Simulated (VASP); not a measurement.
# TaN (P-62m) in VASP: notebook, part 2 of 2

VASP 6.6.1. The steps go on from the part before.

### 3 Single point, PBEsol

This run uses another cell than the first one, of 12.25 Å³/atom.

INCAR

```
  ALGO = Normal
  EDIFF = 1E-7
  ENCUT = 520
  GGA = PS
  ISIF = 2
  ISMEAR = -1
  LASPH = T
  LCHARG = T
  LELF = T
  LREAL = F
  LVHAR = T
  LWAVE = F
  NBANDS = 33
  NELM = 60
  PREC = Accurate
  SIGMA = 0.1
```

KPOINTS

```
k-points
0
Gamma
  5 5 8
```

POSCAR

```
TaN
1.0
    5.3310210114      0.0000000000      0.0000000000
   -2.6655105057      4.6167996259      0.0000000000
    0.0000000000      0.0000000000      2.9866439885
Ta N
3 3
Direct
    0.3333333333      0.6666666667      0.5000000000
    0.6666666667      0.3333333333      0.5000000000
    0.0000000000      0.0000000000      0.0000000000
    0.3928500000      0.0000000000      0.0000000000
    0.6071500000      0.6071500000      0.0000000000
    0.0000000000      0.3928500000      0.0000000000
```

Potentials or basis: VASP PAW PBE potentials, release 64 (Ta_pv, N).

Run with:

```bash
$ cat potpaw_PBE.64/Ta_pv/POTCAR potpaw_PBE.64/N/POTCAR > POTCAR
$ mpirun -np 1 vasp_std > vasp.out
```

OUTCAR:

```text
EDIFF = 1E-7
   ENCUT = 520
   GGA = PS
   ISIF = 2
   ISMEAR = -1
   LASPH = T
   LREAL = F
   NELM = 60
   PREC = Accurate

 ion  position               nearest neighbor table
   1  0.333  0.667  0.500-   5 2.22   5 2.22   6 2.22   6 2.22   4 2.22   4 2.22   2 3.08   2 3.08
                             2 3.08   3 3.42   3 3.42   3 3.42   3 3.42   3 3.42   3 3.42
   2  0.667  0.333  0.500-   6 2.22   6 2.22   4 2.22   4 2.22   5 2.22   5 2.22   1 3.08   1 3.08
                             1 3.08   3 3.42   3 3.42   3 3.42   3 3.42   3 3.42   3 3.42
   3  0.000  0.000  0.000-   4 2.09   5 2.09   6 2.09   2 3.42   1 3.42   1 3.42   2 3.42   2 3.42
                             2 3.42   1 3.42   1 3.42   2 3.42   2 3.42   1 3.42   1 3.42
   4  0.393  0.000  0.000-   3 2.09   1 2.22   1 2.22   2 2.22   2 2.22
   5  0.607  0.607  0.000-   3 2.09   1 2.22   1 2.22   2 2.22   2 2.22
   6  0.000  0.393  0.000-   3 2.09   2 2.22   2 2.22   1 2.22   1 2.22

  LATTYP: Found a hexagonal cell.
 ALAT       =     5.3310210114
 C/A-ratio  =     0.5602386451

  Lattice vectors:

 A1 = (   5.3310210114,   0.0000000000,   0.0000000000)
 A2 = (  -2.6655105057,   4.6167996259,   0.0000000000)
 A3 = (   0.0000000000,   0.0000000000,   2.9866439885)

Analysis of symmetry for initial positions (statically):
=====================================================================
 Subroutine PRICEL returns:
 Original cell was already a primitive cell.

 Routine SETGRP: Setting up the symmetry group for a
 hexagonal supercell.

 Subroutine GETGRP returns: Found 12 space group operations
 (whereof 12 operations were pure point group operations)
 out of a pool of 24 trial point group operations.

The static configuration has the point symmetry D_3h.

Analysis of symmetry for dynamics (positions and initial velocities):
=====================================================================
 Subroutine PRICEL returns:
 Original cell was already a primitive cell.

 Routine SETGRP: Setting up the symmetry group for a
 hexagonal supercell.

 Subroutine GETGRP returns: Found 12 space group operations
 (whereof 12 operations were pure point group operations)
 out of a pool of 24 trial point group operations.

The dynamic configuration has the point symmetry D_3h.

 Subroutine INISYM returns: Found 12 space group operations
 (whereof 12 operations are pure point group operations),
 and found     1 'primitive' translations

----------------------------------------------------------------------------------------

                                     Primitive cell

  volume of cell :      73.5080

  direct lattice vectors                    reciprocal lattice vectors
     5.331021011  0.000000000  0.000000000     0.187581328  0.108300130  0.000000000
    -2.665510506  4.616799626  0.000000000     0.000000000  0.216600260  0.000000000
     0.000000000  0.000000000  2.986643989     0.000000000  0.000000000  0.334823971

  length of vectors
     5.331021011  5.331021013  2.986643989     0.216600260  0.216600260  0.334823971

  position of ions in fractional coordinates (direct lattice)
     0.333333333  0.666666667  0.500000000
     0.666666667  0.333333333  0.500000000
     0.000000000  0.000000000  0.000000000
     0.392850000  0.000000000  0.000000000
     0.607150000  0.607150000  0.000000000
     0.000000000  0.392850000  0.000000000
[... 40 lines left out ...]
  0.400000  0.000000  0.000000      6.000000
  0.200000  0.200000  0.000000      6.000000
  0.400000  0.200000  0.000000      6.000000
  0.000000  0.000000  0.125000      2.000000
[... 16 lines left out ...]
  0.400000  0.000000  0.500000      6.000000
  0.200000  0.200000  0.500000      6.000000
   k-points           NKPTS =     25   k-points in BZ     NKDIM =     25   number of bands    NBANDS=     33
   number of dos      NEDOS =    301   number of ions     NIONS =      6
   total plane-waves  NPLWV =  38400
   dimension x,y,z NGX =    40 NGY =   40 NGZ =   24
   dimension x,y,z NGXF=    80 NGYF=   80 NGZF=   48
   ions per type =               3   3
   NGX,Y,Z   is equivalent  to a cutoff of  12.47, 12.47, 13.36 a.u.
   NGXF,Y,Z  is equivalent  to a cutoff of  24.95, 24.95, 26.72 a.u.
 SYSTEM =  unknown system
   PREC   = accura    normal or accurate (medium, high low for compatibility)
   ISTART =      0    job   : 0-new  1-cont  2-samecut
   ICHARG =      2    charge: 1-file 2-atom 10-const
   ISPIN  =      1    spin polarized calculation?
   LNONCOLLINEAR =      F non collinear calculations
   LSORBIT =      F    spin-orbit coupling
   LASPH  =      T    aspherical Exc in radial PAW
   ENCUT  =  520.0 eV  38.22 Ry    6.18 a.u.   9.91  9.91  5.55*2*pi/ulx,y,z
   NELM   =     60;   NELMIN=  2; NELMDL= -5     # of ELM steps
   EDIFF  = 0.1E-06   stopping-criterion for ELM
   LREAL  =      F    real-space projection
   EDIFFG = 0.1E-05   stopping-criterion for IOM
   NSW    =      0    number of steps for IOM
   IBRION =     -1    ionic relax: 0-MD 1-quasi-New 2-CG
   NFREE  =      0    steps in history (QN), initial steepest desc. (CG)
   ISIF   =      2    stress and relaxation
   ISYM   =      2    0-nonsym 1-usesym 2-fastsym
   POTIM  = 0.5000    time-step for ionic-motion
   TEBEG  =    0.0;   TEEND  =   0.0 temperature during run
   PSTRESS=    0.0 pullay stress
   NELECT =      48.0000    total number of electrons
   NUPDOWN=      -1.0000    fix difference up-down
   EMIN   =  10.00;   EMAX   =-10.00  energy-range for DOS
   EFERMI =   0.00;   METHOD = LEGACY
   ISMEAR =    -1;   SIGMA  =   0.10  broadening in eV -4-tet -1-fermi 0-gaus
   EFERMI_NEDOS =   21; number of points for ismear=-14 and -15
   IALGO  =     38    algorithm
   IMIX   =      4    mixing-type and parameters
     AMIX     =   0.40;   BMIX     =  1.00
     AMIX_MAG =   1.60;   BMIX_MAG =  1.00
  volume/ion in A,a.u.               =      12.25        82.68
  Fermi-wavevector in a.u.,A,eV,Ry     =   1.420290  2.683958 27.445985  2.017223
  Thomas-Fermi vector in A             =   2.541221
   LORBIT       =      0    0 simple, 1 ext, 2 COOP (PROOUT), +10 PAW based schemes
   GGA     = PS    functional components
   LHFCALC =     F    Hartree Fock is set to
   AEXX    =    0.0000 exact exchange contribution
   IVDW    =     0    specifies the selected vdW correction
   LEPSILON=     F    determine dielectric tensor
   LRPA    =     F    only Hartree local field effects (RPA)
 non-spin polarized calculation
  energy-cutoff  :      520.00
  volume of cell :       73.51
 maximum number of plane-waves:      2003
 NGX is ok and might be reduce to    40
   NGX = 19   NGY = 19   NGZ = 11

 number of electron      47.9999999 magnetization

 Free energy of the ion-electron system (eV)
  ---------------------------------------------------
  ext. energy  EPLUGINS =         0.00000000
  ---------------------------------------------------
  free energy    TOTEN  =       -70.97512522 eV

  energy without entropy =      -70.94678617  energy(sigma->0) =      -70.96095569

 E-fermi :   7.4438     XC(G=0): -12.7533

 val. band max:        7.2778146527   @ k =   0.2000   0.0000   0.1250
 cond. band min:       7.5521224499   @ k =   0.2000   0.0000   0.2500
 fundamental gap:      0.2743077972
 Fermi energy:         7.4437507096

 k-point     1 :       0.0000    0.0000    0.0000
  band No.  band energies     occupation
      1     -28.8389      2.00000
      2     -28.8389      2.00000
      3     -28.5563      2.00000
      4     -28.5563      2.00000
      5     -28.4338      2.00000
      6     -28.3556      2.00000
[... 853 lines left out ...]
     32      11.6858      0.00000
     33      12.0701      0.00000

 [... further k-points ...]

------------------------ aborting loop because EDIFF is reached ----------------------------------------

  FORCE on cell =-STRESS in cart. coord.  units (eV):
  Direction    XX          YY          ZZ          XY          YZ          ZX
  --------------------------------------------------------------------------------------
  -------------------------------------------------------------------------------------
  Total      -10.5656227    -10.5656227    -11.8524973      0.0000000     -0.0000000      0.0000000
  in kB     -230.2877324   -230.2877326   -258.3363809      0.0000000     -0.0000000      0.0000000
  external PRESSURE =    -239.6372820 kB  Pullay stress =       0.0000000 kB

 VOLUME and BASIS-vectors are now :
 -----------------------------------------------------------------------------
  energy-cutoff  :      520.00
  volume of cell :       73.51
      direct lattice vectors                 reciprocal lattice vectors
     5.331021011  0.000000000  0.000000000     0.187581328  0.108300130  0.000000000
    -2.665510506  4.616799626  0.000000000     0.000000000  0.216600260  0.000000000
     0.000000000  0.000000000  2.986643989     0.000000000  0.000000000  0.334823971

 POSITION                                       TOTAL-FORCE (eV/Angst)
 -----------------------------------------------------------------------------------
     -0.00000      3.07787      1.49332        -0.000000     -0.000000     -0.000000
      2.66551      1.53893      1.49332        -0.000000      0.000000     -0.000000
      0.00000      0.00000      0.00000        -0.000000      0.000000     -0.000000
      2.09429      0.00000      0.00000        -0.305719      0.000000      0.000000
      1.61836      2.80309      0.00000         0.152860      0.264761     -0.000000
     -1.04715      1.81371      0.00000         0.152860     -0.264761      0.000000
 -----------------------------------------------------------------------------------
    total drift:                               -0.000001     -0.000001      0.000001

  FREE ENERGIE OF THE ION-ELECTRON SYSTEM (eV)
  ---------------------------------------------------
  free  energy   TOTEN  =       -70.9751252184 eV

  energy  without entropy=      -70.9467861680  energy(sigma->0) =      -70.96095569
```

OSZICAR:

```text
N       E                     dE             d eps       ncg     rms          rms(c)
DAV:   1     0.434226214387E+03    0.43423E+03   -0.25820E+04  1650   0.150E+03
DAV:   2    -0.512030302489E+02   -0.48543E+03   -0.46177E+03  1889   0.440E+02
DAV:   3    -0.797111897785E+02   -0.28508E+02   -0.27995E+02  2038   0.102E+02
DAV:   4    -0.803478523421E+02   -0.63666E+00   -0.63257E+00  2075   0.150E+01
DAV:   5    -0.803648735756E+02   -0.17021E-01   -0.17007E-01  2164   0.191E+00    0.376E+01
DAV:   6    -0.714198721665E+02    0.89450E+01   -0.49138E+01  2132   0.356E+01    0.156E+01
DAV:   7    -0.710771539435E+02    0.34272E+00   -0.26685E+00  1987   0.840E+00    0.939E+00
DAV:   8    -0.709950847626E+02    0.82069E-01   -0.52173E-01  2021   0.414E+00    0.108E+00
DAV:   9    -0.709763385318E+02    0.18746E-01   -0.52645E-02  2111   0.138E+00    0.398E-01
DAV:  10    -0.709754580675E+02    0.88046E-03   -0.13915E-02  2090   0.562E-01    0.210E-01
DAV:  11    -0.709751951393E+02    0.26293E-03   -0.31892E-03  2118   0.328E-01    0.597E-02
DAV:  12    -0.709751245743E+02    0.70565E-04   -0.32436E-04  2034   0.979E-02    0.205E-02
DAV:  13    -0.709751252719E+02   -0.69756E-06   -0.30783E-05  2161   0.290E-02    0.527E-03
DAV:  14    -0.709751253606E+02   -0.88750E-07   -0.14594E-06  2113   0.783E-03    0.151E-03
DAV:  15    -0.709751252213E+02    0.13929E-06   -0.86407E-08  1237   0.223E-03    0.395E-04
DAV:  16    -0.709751252184E+02    0.29813E-08   -0.29354E-08  1123   0.872E-04
   1 F= -.70975125E+02 E0= -.70960956E+02  d E =-.283391E-01
```

stdout:

```text
POSCAR found type information on POSCAR TaN
 POSCAR found :  2 types and       6 ions
 scaLAPACK will be used
 -----------------------------------------------------------------------------
|                                                                             |
|                                                                             |
|     You enforced a specific xc type in the INCAR file but a different       |
|     I HOPE YOU KNOW WHAT YOU ARE DOING!                                     |
|                                                                             |
 -----------------------------------------------------------------------------

 LDA part: xc-table for (Slater+PW92), standard interpolation
 POSCAR, INCAR and KPOINTS ok, starting setup
 FFT: planning ... GRIDC
 FFT: planning ... GRID_SOFT
 FFT: planning ... GRID
 WAVECAR not read
 entering main loop
```

It took 53 s on 1 thread of Intel Xeon Platinum 8259CL at 2.50GHz (Skylake/Cascade Lake), shared host; peak memory 0.21 GiB.

Results:

* Free energy: -70.9751 eV
* Pressure: -24.0 GPa
* Largest force: 0.306 eV/Å
* Band gap on the k mesh: zero (bands 24 and 25 overlap by 2.87 eV)

Forces in eV/Å, atoms in the order of the input:
```
Ta   0.000  0.000  0.000
Ta   0.000  0.000  0.000
Ta   0.000  0.000  0.000
N   -0.306  0.000  0.000
N    0.153  0.265  0.000
N    0.153 -0.265  0.000
```

Stress tensor (GPa, compression positive):
```
-23.03   0.00   0.00
  0.00 -23.03   0.00
  0.00   0.00 -25.83
```

Levels at points of the mesh, in eV from the Fermi level:
| k point | band 20 | band 21 | band 22 | band 23 | band 24 | band 25 | band 26 | band 27 | band 28 | band 29 |
| --- | --- | --- | --- | --- | --- | --- | --- | --- | --- | --- |
| (0.00, 0.00, 0.00) | -4.76 | -4.04 | -3.25 | -1.90 | -0.90 | -0.90 | 0.45 | 0.45 | 1.56 | 1.60 |
| (0.00, 0.00, 0.50) | -4.26 | -4.22 | -2.72 | -2.72 | 1.63 | 1.63 | 1.74 | 1.85 | 1.85 | 2.87 |

Caveat: the cell stands under tension; the PAW data sets were made with another functional, which shifts forces and pressure a little; spin-orbit coupling is left out, which moves the levels of the heavy elements.

### 4 Single point, PBEsol

This run uses another cell than the first one, of 12.71 Å³/atom.

INCAR

```
ALGO = Normal
EDIFF = 1E-6
ENCUT = 520
GGA = PS
ISIF = 2
ISMEAR = -1
LASPH = T
LCHARG = F
LREAL = F
LWAVE = F
NBANDS = 33
NELM = 100
PREC = Accurate
SIGMA = 0.1
```

KPOINTS is that of step 3.

Changes to POSCAR since step 3:

```diff
@@ -2,5 +2,5 @@
 1.0
-    5.3310210114      0.0000000000      0.0000000000
-   -2.6655105057      4.6167996259      0.0000000000
-    0.0000000000      0.0000000000      2.9866439885
+    5.3960398706      0.0000000000      0.0000000000
+   -2.6980199353      4.6731076098      0.0000000000
+    0.0000000000      0.0000000000      3.0230700661
 Ta N
```

Potentials or basis: VASP PAW PBE potentials, release 64 (Ta_pv, N).

Run with:

```bash
$ cat potpaw_PBE.64/Ta_pv/POTCAR potpaw_PBE.64/N/POTCAR > POTCAR
$ mpirun -np 1 vasp_std > vasp.out
```

OUTCAR:

```text
EDIFF = 1E-6
   ENCUT = 520
   GGA = PS
   ISIF = 2
   ISMEAR = -1
   LASPH = T
   LREAL = F
   NELM = 100
   PREC = Accurate

 ion  position               nearest neighbor table
   1  0.333  0.667  0.500-   5 2.25   5 2.25   6 2.25   6 2.25   4 2.25   4 2.25   2 3.12   2 3.12
                             2 3.12   3 3.46   3 3.46   3 3.46   3 3.46   3 3.46   3 3.46
   2  0.667  0.333  0.500-   6 2.25   6 2.25   4 2.25   4 2.25   5 2.25   5 2.25   1 3.12   1 3.12
                             1 3.12   3 3.46   3 3.46   3 3.46   3 3.46   3 3.46   3 3.46
[... 1075 lines left out ...]
  Total      -14.5095438    -14.5095438    -15.9827574      0.0000000      0.0000000      0.0000000
  in kB     -304.9546039   -304.9546042   -335.9178984      0.0000000      0.0000000      0.0000000
  external PRESSURE =    -315.2757022 kB  Pullay stress =       0.0000000 kB

 VOLUME and BASIS-vectors are now :
 -----------------------------------------------------------------------------
  energy-cutoff  :      520.00
  volume of cell :       76.23
      direct lattice vectors                 reciprocal lattice vectors
     5.396039871  0.000000000  0.000000000     0.185321092  0.106995182  0.000000000
    -2.698019935  4.673107610  0.000000000     0.000000000  0.213990364  0.000000000
     0.000000000  0.000000000  3.023070066     0.000000000  0.000000000  0.330789554

 POSITION                                       TOTAL-FORCE (eV/Angst)
 -----------------------------------------------------------------------------------
     -0.00000      3.11541      1.51154        -0.000000     -0.000000      0.000000
      2.69802      1.55770      1.51154        -0.000000     -0.000000      0.000000
      0.00000      0.00000      0.00000        -0.000000     -0.000000      0.000000
      2.11983      0.00000      0.00000        -0.430479     -0.000000     -0.000000
      1.63810      2.83728      0.00000         0.215240      0.372806      0.000000
     -1.05992      1.83583      0.00000         0.215240     -0.372806      0.000000
 -----------------------------------------------------------------------------------
    total drift:                               -0.000000     -0.000001      0.000000

  FREE ENERGIE OF THE ION-ELECTRON SYSTEM (eV)
  ---------------------------------------------------
  free  energy   TOTEN  =       -70.5032135715 eV

  energy  without entropy=      -70.4738658429  energy(sigma->0) =      -70.48853971
```

Run time: 47 s. Hardware: 1 thread of Intel Xeon Platinum 8259CL at 2.50GHz (Skylake/Cascade Lake), shared host; peak memory 0.21 GiB.

Results:

* Free energy: -70.5032 eV
* Pressure: -31.5 GPa
* Largest force: 0.430 eV/Å
* Band gap on the k mesh: zero (bands 24 and 25 overlap by 2.75 eV)

Forces on the atoms (eV/Å):
```
Ta   0.000  0.000  0.000
Ta   0.000  0.000  0.000
Ta   0.000  0.000  0.000
N   -0.430  0.000  0.000
N    0.215  0.373  0.000
N    0.215 -0.373  0.000
```

Stress tensor (GPa, compression positive):
```
-30.50   0.00   0.00
  0.00 -30.50   0.00
  0.00   0.00 -33.59
```

Levels at points of the mesh, in eV from the Fermi level:
| k point | band 20 | band 21 | band 22 | band 23 | band 24 | band 25 | band 26 | band 27 | band 28 | band 29 |
| --- | --- | --- | --- | --- | --- | --- | --- | --- | --- | --- |
| (0.00, 0.00, 0.00) | -4.59 | -3.90 | -3.16 | -1.83 | -0.85 | -0.85 | 0.45 | 0.45 | 1.48 | 1.51 |
| (0.00, 0.00, 0.50) | -4.11 | -4.11 | -2.59 | -2.59 | 1.56 | 1.56 | 1.67 | 1.75 | 1.75 | 2.74 |

Caveat: the cell stands under tension; the PAW data sets were made with another functional, which shifts forces and pressure a little; spin-orbit coupling is left out, which moves the levels of the heavy elements.

### 5 Summary

```csv
cell,gap on the mesh (eV),pressure (GPa),largest force (eV/Å)
"a = 5.196, b = 5.196, c = 2.911 Å, angles 90.0, 90.0, 120.0°, 6 atoms",none,-2.9,-
"a = 5.331, b = 5.331, c = 2.987 Å, angles 90.0, 90.0, 120.0°, 6 atoms",none,-24.0,0.31
"a = 5.396, b = 5.396, c = 3.023 Å, angles 90.0, 90.0, 120.0°, 6 atoms",none,-31.5,0.43
```

Alike in all rows: task single point; level PBEsol; potentials or basis VASP PAW PBE potentials, release 64 (Ta_pv, N); no spin polarisation; k mesh 5 × 5 × 8; cutoff (eV) 520; smearing fermi-dirac 0.1 eV.

Caveats: the PAW data sets were made with another functional, which shifts forces and pressure a little; spin-orbit coupling is left out, which moves the levels of the heavy elements; the cell stands under tension (at least some runs).

Total energies depend on the potentials used, so only differences within one code and one set of settings carry meaning.

The gap in the log of VASP goes by the Fermi energy; the results here count the filled bands.